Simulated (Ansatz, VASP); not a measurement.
## CdTe: VASP beside Ansatz

INCAR

```
PREC = Accurate
ENCUT = 520
EDIFF = 1E-6
ISMEAR = 0
SIGMA = 0.2
LREAL = F
LASPH = T
NELM = 80
ALGO = Normal
ISIF = 2
LWAVE = F
LCHARG = F
GGA = PE
NBANDS = 16
```

Contents of KPOINTS:

```
regular mesh
0
Gamma
  4 4 4
```

The input POSCAR:

```
CdTe
1.0
    0.0000000000      3.2799012430      3.2799012430
    3.2799012430      0.0000000000      3.2799012430
    3.2799012430      3.2799012430      0.0000000000
Cd Te
1 1
Direct
    0.0000000000      0.0000000000      0.0000000000
    0.2500000000      0.2500000000      0.2500000000
```

Input for Ansatz:

```yaml
crystal:
  lattice:
    - [0.0, 3.279901243, 3.279901243]
    - [3.279901243, 0.0, 3.279901243]
    - [3.279901243, 3.279901243, 0.0]
  atoms:
    - { symbol: Cd, position: [0.0, 0.0, 0.0] }
    - { symbol: Te, position: [0.25, 0.25, 0.25] }
kpoints:
  mp_grid: { grid: [4, 4, 4] }
hamiltonian:
  xc: pbe
scf:
  occupations: { method: gaussian, width: 0.2 }
  n_extra_bands: 4
output:
  forces: true
  stress: true
  eigenvalues: true
```

Alike in both runs: task single point; functional PBE; k mesh 4 × 4 × 4; occupations gaussian, width 0.2 eV; no spin polarisation.

```csv
,VASP,Ansatz
version,VASP 6.6.1,Ansatz 0.2.0
potentials or method,"VASP PAW PBE potentials, release 64 (Cd, Te)",plane waves
plane-wave cutoff (eV),520,420
valence electrons in the cell,18,36
```

```tsv
	VASP	Ansatz	Ansatz less VASP
pressure (GPa)	1.3	1.2	-0.12
```

VASP's potentials hold 18 valence electrons a cell and Ansatz's 36, so a difference there can come from the potentials and not from the codes.

Neither program's run includes spin-orbit coupling.
